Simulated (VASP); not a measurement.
Wanted: the native input for a VASP 6.6.1 run.

```yaml
Task: single point
Functional: PBEsol
Potentials_or_basis: VASP PAW PBE potentials, release 64 (Ta_pv, Sc_sv, N)
Cutoff: 520 eV
k_mesh: 10 × 10 × 3
Occupations: fermi-dirac, width 0.05 eV
Spin: no spin polarisation
Dipole_correction: no
Further_INCAR_settings: ALGO = Normal; EDIFF = 1e-06; NBANDS = 36
```

The structure of ScTaN lies in POSCAR:

```
ScTaN
1.0
    3.0532303936      0.0000000000      0.0000000000
   -1.5266151968      2.6441750845      0.0000000000
    0.0000000000      0.0000000000     10.2113988854
Ta Sc N
2 2 2
Direct
    0.3333333333      0.6666666667      0.2457600241
    0.6666666667      0.3333333333      0.7542399759
    0.0000000000      0.0000000000      0.0000000000
    0.0000000000      0.0000000000      0.5000000000
    0.3333333333      0.6666666667      0.6298888205
    0.6666666667      0.3333333333      0.3701111795
```

These files were run (other wordings do the same):

INCAR

```
PREC = Accurate
ENCUT = 520
EDIFF = 1E-6
ISMEAR = -1
SIGMA = 0.05
LREAL = False
LASPH = True
NELM = 100
ALGO = Normal
ISIF = 2
LWAVE = False
LCHARG = False
GGA = PS
NBANDS = 36
```

KPOINTS

```
regular mesh
0
Gamma
  10 10 3
```

Potentials or basis: VASP PAW PBE potentials, release 64 (Ta_pv, Sc_sv, N).

Command:

```sh
$ cat potpaw_PBE.64/Ta_pv/POTCAR potpaw_PBE.64/Sc_sv/POTCAR potpaw_PBE.64/N/POTCAR > POTCAR
$ mpirun -np 1 vasp_std > vasp.out
```

Results of the run:

- Pressure: 0.5 GPa
- Largest force: 0.042 eV/Å
- Band gap on the k mesh: zero (bands 27 and 28 overlap by 0.78 eV)

Caveat: the PAW data sets were made with another functional, which shifts forces and pressure a little; spin-orbit coupling is left out, which moves the levels of the heavy elements.

Wall time 73 s on 1 thread of AMD EPYC 9R45 96-Core Processor (Zen 5), on a shared host, peak memory 0.23 GiB.
